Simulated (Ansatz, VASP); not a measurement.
# Two plane-wave programs on BaTiO3

The input POSCAR:

```
BaTiO3
1.0
    3.9723167996      0.0000000000      0.0000000000
    0.0000000000      3.9723167996      0.0000000000
    0.0000000000      0.0000000000      4.1123825565
Ba Ti O
1 1 3
Direct
    0.0000000000      0.0000000000      0.9926109048
    0.5000000000      0.5000000000      0.4745255192
    0.5000000000      0.5000000000     -0.0049015020
    0.5000000000      0.0000000000      0.5146449361
    0.0000000000      0.5000000000      0.5146449361
```

INCAR.step1

```
SYSTEM = BaTiO3
ALGO     = Normal         ! electronic algorithm
EDIFF    = 1E-4           ! SCF threshold, eV
ENCUT    = 520            ! plane-wave cutoff, eV
GGA      = PE             ! functional
ISMEAR   = 0              ! smearing method
LASPH    = .True.         ! aspherical terms in the spheres
LCHARG   = .False.        ! write CHGCAR
LREAL    = .False.        ! projectors in reciprocal space
LWAVE    = .True.         ! write WAVECAR
NBANDS   = 28             ! bands
NELM     = 60             ! most SCF steps
PREC     = Accurate       ! precision mode
SIGMA    = 0.05           ! smearing width, eV
```

Contents of INCAR.step2:

```
SYSTEM = BaTiO3
ALGO     = Normal         ! electronic algorithm
EDIFF    = 1E-7           ! SCF threshold, eV
ENCUT    = 520            ! plane-wave cutoff, eV
ISIF     = 2              ! what is computed and relaxed
ISMEAR   = 0              ! smearing method
ISTART   = 1            
LASPH    = .True.         ! aspherical terms in the spheres
LCHARG   = .False.        ! write CHGCAR
LMIXTAU  = .True.       
LREAL    = .False.        ! projectors in reciprocal space
LWAVE    = .False.        ! write WAVECAR
METAGGA  = R2SCAN         ! meta-GGA
NBANDS   = 28             ! bands
NELM     = 60             ! most SCF steps
PREC     = Accurate       ! precision mode
SIGMA    = 0.05           ! smearing width, eV
```

KPOINTS

```
k-points
0
Gamma
  8 8 8
  0 0 0
```

Input for Ansatz:

```yaml
crystal:
  lattice:
    - [3.9723167996, 0.0, 0.0]
    - [0.0, 3.9723167996, 0.0]
    - [0.0, 0.0, 4.1123825565]
  atoms:
    - { symbol: Ba, position: [0.0, 0.0, 0.9926109048] }
    - { symbol: Ti, position: [0.5, 0.5, 0.4745255192] }
    - { symbol: O, position: [0.5, 0.5, -0.004901502] }
    - { symbol: O, position: [0.5, 0.0, 0.5146449361] }
    - { symbol: O, position: [0.0, 0.5, 0.5146449361] }
basis:
  ecutwfc: 500
kpoints:
  mp_grid: { grid: [8, 8, 8] }
hamiltonian:
  xc: r2scan
scf:
  occupations: { method: gaussian, width: 0.05 }
output:
  forces: true
  stress: true
  eigenvalues: true
```

Alike in both runs: task single point; functional r2SCAN; k mesh 8 × 8 × 8; occupations gaussian, width 0.05 eV; no spin polarisation.

|  | VASP | Ansatz |
| --- | --- | --- |
| version | VASP 6.6.1 | Ansatz 0.2.0 |
| potentials or method | VASP PAW PBE potentials, release 64 (Ba_sv, Ti_sv, O), cutoff 520 eV | scalar-relativistic, plane waves, PAW |
| valence electrons in the cell | 40 | 40 |

Ansatz gave:

```
gap on the k mesh at the Fermi level (eV)                     : 2.12
least direct gap on the mesh (eV)                             : 2.42
pressure (GPa)                                                : -2.8
traceless stress, the component that is largest in VASP (GPa) : -3.73
rms of the force components (eV/Å)                            : 0.415
```

Estimate VASP's values.

gap on the k mesh at the Fermi level (eV): 2.11; least direct gap on the mesh (eV): 2.44; pressure (GPa): -0.9; traceless stress, the component that is largest in VASP (GPa): -3.86; rms of the force components (eV/Å): 0.406.

VASP's potentials were made for PBE, not for r2SCAN. Atom by atom the forces differ by 0.022 eV/Å (rms over components). With one functional, cell and mesh, what is left measures potentials, basis and numerics.

Neither program's run includes spin-orbit coupling.
